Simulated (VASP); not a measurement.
# Pd (Fmmm) in VASP: notebook

The runs below take Pd through single point, with PBEsol.

Everything below comes from runs of VASP 6.6.1. Logs are shortened: lines on timing, memory, paths and dates and some standing lists are left out, and cuts for length are marked.

### Step 1. The cell of the first run

It takes space group Fmmm (No. 69, orthorhombic). The conventional cell has a = 3.145 Å, b = 4.114 Å, c = 4.781 Å, α = 90.00°, β = 90.00°, γ = 90.00°. Within 3.4 Å of Pd (site symmetry mmm) lie 14 Pd at 2.59 to 3.15 Å.

### Step 2. Single point, PBEsol (strain -0.1500 x Voigt [0, 0, 0, 0, 0, 1])

The input, INCAR:

```
SYSTEM = Pd
PREC = Accurate
ENCUT = 520
EDIFF = 1E-7
ISMEAR = 0
SIGMA = 0.15
LREAL = .False.
LASPH = .True.
NELM = 100
ALGO = Fast
ISIF = 2
LWAVE = .False.
LCHARG = .False.
GGA = PS
NBANDS = 11
```

The input, KPOINTS:

```
Automatic mesh
0
Gamma
  22 22 22
  0 0 0
```

The input, POSCAR:

```
Pd
1.0
   -1.6902020750      1.6902020750      1.5722810000
    1.6902020750     -1.6902020750      1.5722810000
    1.4543599250      1.4543599250     -1.5722810000
Pd
1
Direct
    0.0000000000      0.0000000000      0.0000000000
```

Potentials or basis: VASP PAW PBE potentials, release 64 (Pd).

Started as:

```console
$ cat potpaw_PBE.64/Pd/POTCAR > POTCAR
$ mpirun -np 1 vasp_std > vasp.out
```

OUTCAR:

```text
SYSTEM = Pd
   PREC = Accurate
   ENCUT = 520
   EDIFF = 1E-7
   ISMEAR = 0
   LREAL = .False.
   LASPH = .True.
   NELM = 100
   ISIF = 2
   GGA = PS

 ion  position               nearest neighbor table
   1  0.000  0.000  0.000-

  LATTYP: Found a face centered orthorhombic cell.
 ALAT       =     3.1445620000
 B/A-ratio  =     1.3081475452
 C/A-ratio  =     1.5202795796

  Lattice vectors:

 A1 = (  -0.2358421500,   3.1445620000,   0.0000000000)
 A2 = (  -1.6902020750,   1.6902020750,   1.5722810000)
 A3 = (   1.4543599250,   1.4543599250,   1.5722810000)

Analysis of symmetry for initial positions (statically):
=====================================================================
 Subroutine PRICEL returns:
 Original cell was already a primitive cell.

 Routine SETGRP: Setting up the symmetry group for a
 face centered orthorhombic supercell.

 Subroutine GETGRP returns: Found  8 space group operations
 (whereof  8 operations were pure point group operations)
 out of a pool of  8 trial point group operations.

The static configuration has the point symmetry D_2h.

Analysis of symmetry for dynamics (positions and initial velocities):
=====================================================================
 Subroutine PRICEL returns:
 Original cell was already a primitive cell.

 Routine SETGRP: Setting up the symmetry group for a
 face centered orthorhombic supercell.

 Subroutine GETGRP returns: Found  8 space group operations
 (whereof  8 operations were pure point group operations)
 out of a pool of  8 trial point group operations.

The dynamic configuration has the point symmetry D_2h.

 Subroutine INISYM returns: Found  8 space group operations
 (whereof  8 operations are pure point group operations),
 and found     1 'primitive' translations

----------------------------------------------------------------------------------------

                                     Primitive cell

  volume of cell :      15.4597

  direct lattice vectors                    reciprocal lattice vectors
    -1.690202075  1.690202075  1.572281000     0.023985618  0.319808234  0.318009313
     1.690202075 -1.690202075  1.572281000     0.319808234  0.023985618  0.318009313
     1.454359925  1.454359925 -1.572281000     0.343793851  0.343793851  0.000000000

  length of vectors
     2.861054640  2.861054640  2.588898052     0.451644262  0.451644262  0.486197927

  position of ions in fractional coordinates (direct lattice)
     0.000000000  0.000000000  0.000000000

  ion indices of the primitive-cell ions
   primitive index   ion index
                 1           1

----------------------------------------------------------------------------------------

 KPOINTS: Automatic mesh

Automatic generation of k-mesh.
 Grid dimensions read from file:
 generate k-points for:   22   22   22

 Generating k-lattice:

  Cartesian coordinates                     Fractional coordinates (reciprocal lattice)
     0.001090255  0.014536738  0.014454969     0.045454545  0.000000000 -0.000000000
     0.014536738  0.001090255  0.014454969     0.000000000  0.045454545 -0.000000000
     0.015626993  0.015626993  0.000000000     0.000000000  0.000000000  0.045454545

  Length of vectors
     0.020529285  0.020529285  0.022099906

  Shift w.r.t. Gamma in fractional coordinates (k-lattice)
     0.000000000  0.000000000  0.000000000

 Subroutine IBZKPT returns following result:
 ===========================================

 Found   1530 irreducible k-points:

 Following reciprocal coordinates:
            Coordinates               Weight
  0.000000  0.000000  0.000000      1.000000
  0.045455  0.000000 -0.000000      8.000000
  0.090909  0.000000 -0.000000      8.000000
  0.136364 -0.000000 -0.000000      8.000000
  0.181818  0.000000 -0.000000      8.000000
  0.227273  0.000000 -0.000000      8.000000
[... 16 lines left out ...]
  0.500000  0.045455 -0.000000      8.000000
 -0.454545  0.045455  0.000000      8.000000
 [... further k-points ...]
   k-points           NKPTS =   1530   k-points in BZ     NKDIM =   1530   number of bands    NBANDS=     11
   number of dos      NEDOS =    301   number of ions     NIONS =      1
   total plane-waves  NPLWV =  11520
   dimension x,y,z NGX =    24 NGY =   24 NGZ =   20
   dimension x,y,z NGXF=    48 NGYF=   48 NGZF=   40
   ions per type =               1
   NGX,Y,Z   is equivalent  to a cutoff of  13.95, 13.95, 12.84 a.u.
   NGXF,Y,Z  is equivalent  to a cutoff of  27.89, 27.89, 25.69 a.u.
 SYSTEM =  Pd
   PREC   = accura    normal or accurate (medium, high low for compatibility)
   ISTART =      0    job   : 0-new  1-cont  2-samecut
   ICHARG =      2    charge: 1-file 2-atom 10-const
   ISPIN  =      1    spin polarized calculation?
   LNONCOLLINEAR =      F non collinear calculations
   LSORBIT =      F    spin-orbit coupling
   LASPH  =      T    aspherical Exc in radial PAW
   ENCUT  =  520.0 eV  38.22 Ry    6.18 a.u.   5.32  5.32  4.81*2*pi/ulx,y,z
   NELM   =    100;   NELMIN=  2; NELMDL= -5     # of ELM steps
   EDIFF  = 0.1E-06   stopping-criterion for ELM
   LREAL  =      F    real-space projection
   EDIFFG = 0.1E-05   stopping-criterion for IOM
   NSW    =      0    number of steps for IOM
   IBRION =     -1    ionic relax: 0-MD 1-quasi-New 2-CG
   NFREE  =      0    steps in history (QN), initial steepest desc. (CG)
   ISIF   =      2    stress and relaxation
   ISYM   =      2    0-nonsym 1-usesym 2-fastsym
   POTIM  = 0.5000    time-step for ionic-motion
   TEBEG  =    0.0;   TEEND  =   0.0 temperature during run
   PSTRESS=    0.0 pullay stress
   NELECT =      10.0000    total number of electrons
   NUPDOWN=      -1.0000    fix difference up-down
   EMIN   =  10.00;   EMAX   =-10.00  energy-range for DOS
   EFERMI =   0.00;   METHOD = LEGACY
   ISMEAR =     0;   SIGMA  =   0.15  broadening in eV -4-tet -1-fermi 0-gaus
   EFERMI_NEDOS =   21; number of points for ismear=-14 and -15
   IALGO  =     68    algorithm
   IMIX   =      4    mixing-type and parameters
     AMIX     =   0.40;   BMIX     =  1.00
     AMIX_MAG =   1.60;   BMIX_MAG =  1.00
  volume/ion in A,a.u.               =      15.46       104.33
  Fermi-wavevector in a.u.,A,eV,Ry     =   1.415820  2.675511 27.273494  2.004545
  Thomas-Fermi vector in A             =   2.537218
   LORBIT       =      0    0 simple, 1 ext, 2 COOP (PROOUT), +10 PAW based schemes
   GGA     = PS    functional components
   LHFCALC =     F    Hartree Fock is set to
   AEXX    =    0.0000 exact exchange contribution
   IVDW    =     0    specifies the selected vdW correction
   LEPSILON=     F    determine dielectric tensor
   LRPA    =     F    only Hartree local field effects (RPA)
 non-spin polarized calculation
 RMM-DIIS sequential band-by-band and
 Gauss-broadening in eV      SIGMA  =   0.15
  energy-cutoff  :      520.00
  volume of cell :       15.46
 maximum number of plane-waves:       430
 NGX is ok and might be reduce to    24
   NGX = 11   NGY = 11   NGZ =  9

 number of electron      10.0000002 magnetization

 Free energy of the ion-electron system (eV)
  ---------------------------------------------------
  ext. energy  EPLUGINS =         0.00000000
  ---------------------------------------------------
  free energy    TOTEN  =        -5.78637121 eV

  energy without entropy =       -5.77198516  energy(sigma->0) =       -5.77917819

 E-fermi :   8.8364     XC(G=0): -13.0687

 val. band max:        8.8350709375   @ k =  -0.4545   0.4545   0.1818
 cond. band min:       8.8363718452   @ k =  -0.0909   0.4091   0.2273
 fundamental gap:      0.0013009076
 Fermi energy:         8.8363680525

 k-point     1 :       0.0000    0.0000    0.0000
  band No.  band energies     occupation
      1       1.9879      2.00000
      2       5.1716      2.00000
      3       5.8482      2.00000
      4       6.9135      2.00000
      5       8.0500      2.00000
      6       8.2592      2.00000
      7      26.3597      0.00000
      8      28.2209      0.00000
      9      29.3141      0.00000
     10      35.1008      0.00000
     11      35.6905      0.00000

 k-point     2 :       0.0455    0.0000   -0.0000
  band No.  band energies     occupation
      1       2.0654      2.00000
      2       5.1927      2.00000
      3       5.8677      2.00000
      4       6.9071      2.00000
      5       8.0250      2.00000
      6       8.2454      2.00000
      7      26.4124      0.00000
      8      28.1990      0.00000
      9      29.3204      0.00000
     10      34.3838      0.00000
     11      35.1512      0.00000

 k-point     3 :       0.0909    0.0000   -0.0000
  band No.  band energies     occupation
      1       2.2922      2.00000
      2       5.2448      2.00000
      3       5.9276      2.00000
      4       6.8928      2.00000
      5       7.9588      2.00000
      6       8.2128      2.00000
      7      26.5364      0.00000
      8      28.0432      0.00000
      9      29.3221      0.00000
     10      33.3169      0.00000
     11      34.1767      0.00000

 k-point     4 :       0.1364   -0.0000   -0.0000
  band No.  band energies     occupation
      1       2.6490      2.00000
      2       5.3022      2.00000
      3       6.0192      2.00000
      4       6.8991      2.00000
      5       7.8800      2.00000
      6       8.1776      2.00000
      7      26.6094      0.00000
      8      27.5099      0.00000
      9      29.3048      0.00000
     10      32.4747      0.00000
     11      33.4215      0.00000
[... 239 lines left out ...]
 k-point    22 :       0.4545    0.0455   -0.0000
  band No.  band energies     occupation
      1       3.9067      2.00000
      2       4.8619      2.00000
      3       7.9652      2.00000
      4       8.1219      2.00000
      5       9.0604      0.03466
      6      10.6185      0.00000
      7      16.5797      0.00000
      8      22.6609      0.00000
      9      27.4469      0.00000
     10      31.6496      0.00000
     11      34.8681      0.00000

 k-point    23 :       0.5000    0.0455   -0.0000
  band No.  band energies     occupation
      1       3.9046      2.00000
      2       4.8637      2.00000
      3       7.9423      2.00000
      4       8.1606      2.00000
      5       9.1159      0.00841
      6      10.4718      0.00000
      7      16.6530      0.00000
      8      22.6151      0.00000
      9      27.4272      0.00000
     10      31.7224      0.00000
     11      35.1084      0.00000

 k-point    24 :      -0.4545    0.0455    0.0000
  band No.  band energies     occupation
      1       3.9393      2.00000
      2       4.9074      2.00000
      3       7.8972      2.00000
      4       8.1554      2.00000
      5       8.9337      0.35896
      6       9.7945      0.00000
      7      17.5558      0.00000
      8      22.8124      0.00000
      9      27.6830      0.00000
     10      31.6854      0.00000
     11      34.7612      0.00000

 [... further k-points ...]

------------------------ aborting loop because EDIFF is reached ----------------------------------------

  FORCE on cell =-STRESS in cart. coord.  units (eV):
  Direction    XX          YY          ZZ          XY          YZ          ZX
  --------------------------------------------------------------------------------------
  -------------------------------------------------------------------------------------
  Total       -0.6196007     -0.6196007     -0.3457251      1.3933038      0.0000000     -0.0000000
  in kB      -64.2128242    -64.2128242    -35.8295032    144.3961858      0.0000000     -0.0000000
  external PRESSURE =     -54.7517172 kB  Pullay stress =       0.0000000 kB

 VOLUME and BASIS-vectors are now :
 -----------------------------------------------------------------------------
  energy-cutoff  :      520.00
  volume of cell :       15.46
      direct lattice vectors                 reciprocal lattice vectors
    -1.690202075  1.690202075  1.572281000     0.023985618  0.319808234  0.318009313
     1.690202075 -1.690202075  1.572281000     0.319808234  0.023985618  0.318009313
     1.454359925  1.454359925 -1.572281000     0.343793851  0.343793851  0.000000000

 POSITION                                       TOTAL-FORCE (eV/Angst)
 -----------------------------------------------------------------------------------
      0.00000      0.00000      0.00000        -0.000000      0.000000      0.000000
 -----------------------------------------------------------------------------------
    total drift:                                0.000000      0.000000      0.000000

  FREE ENERGIE OF THE ION-ELECTRON SYSTEM (eV)
  ---------------------------------------------------
  free  energy   TOTEN  =        -5.7863712140 eV

  energy  without entropy=       -5.7719851634  energy(sigma->0) =       -5.77917819
```

It took 3.8 min on 1 thread of Intel Xeon Platinum 8259CL at 2.50GHz (Skylake/Cascade Lake), shared host; peak memory 0.36 GiB.

What came out:

```yaml
Free_energy: -5.7864 eV
Pressure: -5.5 GPa
Band_gap_on_the_k_mesh: zero (bands 5 and 6 overlap by 2.20 eV)
```

Levels at points of the mesh, in eV from the Fermi level:
| k point | band 1 | band 2 | band 3 | band 4 | band 5 | band 6 | band 7 | band 8 | band 9 | band 10 |
| --- | --- | --- | --- | --- | --- | --- | --- | --- | --- | --- |
| (0.00, 0.00, 0.00) | -6.85 | -3.66 | -2.99 | -1.92 | -0.79 | -0.58 | 17.52 | 19.38 | 20.48 | 26.26 |
| (0.50, 0.00, 0.00) | -4.97 | -3.98 | -0.87 | -0.63 | 0.50 | 1.46 | 7.66 | 13.99 | 18.66 | 22.56 |
| (0.50, 0.50, 0.00) | -5.11 | -4.39 | -0.49 | -0.19 | 0.28 | 0.48 | 5.91 | 16.09 | 18.49 | 24.70 |
| (0.00, 0.00, 0.50) | -5.06 | -3.55 | -1.22 | -1.10 | 1.09 | 2.63 | 9.36 | 14.10 | 16.23 | 22.59 |
| (0.50, 0.50, 0.50) | -5.02 | -4.80 | -0.44 | 0.17 | 0.93 | 8.97 | 9.19 | 9.25 | 16.97 | 17.23 |

Caveat: the cell differs from its parent crystal (strain -0.1500 x Voigt [0, 0, 0, 0, 0, 1]); the cell stands under tension; the PAW data sets were made with another functional, which shifts forces and pressure a little.

### Step 3. Single point, PBEsol (strain +0.1125 x Voigt [0, 0, 0, 0, 0, 1])

The input, INCAR:

```
SYSTEM = Pd
PREC = Accurate
ENCUT = 520
EDIFF = 1E-6
ISMEAR = 0
SIGMA = 0.15
LREAL = .False.
LASPH = .True.
NELM = 60
ALGO = Fast
ISIF = 2
LWAVE = .False.
LCHARG = .True.
GGA = PS
LELF = .True.
LVHAR = .True.
NBANDS = 11
```

KPOINTS is that of step 2.

The input, POSCAR:

```
Pd
1.0
   -1.4838401938      1.4838401938      1.5722810000
    1.4838401938     -1.4838401938      1.5722810000
    1.6607218062      1.6607218062     -1.5722810000
Pd
1
Direct
    0.0000000000      0.0000000000      0.0000000000
```

Potentials or basis: VASP PAW PBE potentials, release 64 (Pd).

Started as:

```console
$ cat potpaw_PBE.64/Pd/POTCAR > POTCAR
$ mpirun -np 1 vasp_std > vasp.out
```

Wall time 3.1 min (1 thread of Intel Xeon Platinum 8259CL at 2.50GHz (Skylake/Cascade Lake), shared host); peak memory 0.36 GiB.

It converged, with:

| Item | Value |
| --- | --- |
| Free energy | -5.8300 eV |
| Pressure | -7.5 GPa |
| Band gap on the k mesh | zero (bands 5 and 6 overlap by 1.95 eV) |

Stress tensor (GPa, compression positive):
```
 -8.00 -10.49   0.00
-10.49  -8.00   0.00
  0.00   0.00  -6.48
```

Levels at points of the mesh, in eV from the Fermi level:
| k point | band 3 | band 4 | band 5 | band 6 | band 7 | band 8 |
| --- | --- | --- | --- | --- | --- | --- |
| (0.00, 0.00, 0.00) | -2.88 | -2.11 | -0.82 | -0.69 | 18.00 | 19.31 |
| (0.50, 0.00, 0.00) | -0.89 | -0.65 | 0.53 | 1.45 | 7.59 | 14.33 |
| (0.50, 0.50, 0.00) | -1.09 | -1.07 | 0.93 | 2.30 | 8.86 | 14.30 |
| (0.00, 0.00, 0.50) | -0.62 | -0.29 | 0.34 | 0.70 | 6.29 | 15.77 |
| (0.50, 0.50, 0.50) | -0.27 | 0.19 | 0.74 | 8.97 | 9.09 | 9.13 |

Caveat: the cell differs from its parent crystal (strain +0.1125 x Voigt [0, 0, 0, 0, 0, 1]); the cell stands under tension; the PAW data sets were made with another functional, which shifts forces and pressure a little.

(Part 1 of 2 ends here.)
